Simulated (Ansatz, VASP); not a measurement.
# One calculation of ZnO, two programs

File INCAR:

```
SYSTEM = ZnO
ALGO = Normal
EDIFF = 1E-8
ENCUT = 520
GGA = PS
GGA_COMPAT = .FALSE.
ISIF = 2
ISMEAR = -1
LASPH = .TRUE.
LCHARG = .FALSE.
LEFG = .TRUE.
LREAL = .FALSE.
LWAVE = .FALSE.
NBANDS = 26
NELM = 120
PREC = Accurate
SIGMA = 0.02
```

The input KPOINTS:

```
k-points
0
G
  8 8 5
  0 0 0
```

File POSCAR:

```
ZnO
1.0
    3.2493080000      0.0000000000      0.0000000000
   -1.6246540000      2.8139832727      0.0000000000
    0.0000000000      0.0000000000      5.2057090000
Zn O
2 2
Direct
    0.3333333333      0.6666666667      0.4990859689
    0.6666666667      0.3333333333     -0.0009140311
    0.6666666667      0.3333333333      0.3799240311
    0.3333333333      0.6666666667      0.8799240311
```

Input for Ansatz:

```yaml
crystal:
  lattice:
    - [3.249308, 0.0, 0.0]
    - [-1.624654, 2.8139832727, 0.0]
    - [0.0, 0.0, 5.205709]
  atoms:
    - { symbol: Zn, position: [0.3333333333, 0.6666666667, 0.4990859689] }
    - { symbol: Zn, position: [0.6666666667, 0.3333333333, -0.0009140311] }
    - { symbol: O, position: [0.6666666667, 0.3333333333, 0.3799240311] }
    - { symbol: O, position: [0.3333333333, 0.6666666667, 0.8799240311] }
kpoints:
  mp_grid: { grid: [8, 8, 5] }
scf:
  occupations: { method: fermi_dirac, width: 0.02 }
hamiltonian:
  xc: pbesol
  pseudopotentials: { kind: all_electron, datasets: crystal }
output:
  forces: true
  stress: true
  populations: false
  efg:
    quadrupole_moments_barn: { Zn: 0.122, O: -0.02558 }
    contact_densities: true
```

Alike in both runs: task electric field gradients; functional PBEsol; k mesh 8 × 8 × 5; occupations fermi-dirac, width 0.02 eV; no spin polarisation.

|  | VASP | Ansatz |
| --- | --- | --- |
| version | VASP 6.6.1 | Ansatz 0.2.0 |
| potentials or method | VASP PAW PBE potentials, release 64 (Zn, O), cutoff 520 eV | all-electron PAW with datasets made for the crystal, scalar-relativistic |

|  | VASP | Ansatz | Ansatz less VASP |
| --- | --- | --- | --- |
| pressure (GPa) | -0.5 | -1.5 | -1.03 |
| traceless stress, the component that is largest in VASP (GPa) | 0.57 | 0.56 | -0.016 |
| size of Vzz on the site where it differs most (V/Å²) | 5.0 | 4.8 | -0.15 |

VASP's potentials were made for PBE, not for PBEsol. Ansatz ran all-electron here, and VASP with PAW potentials.
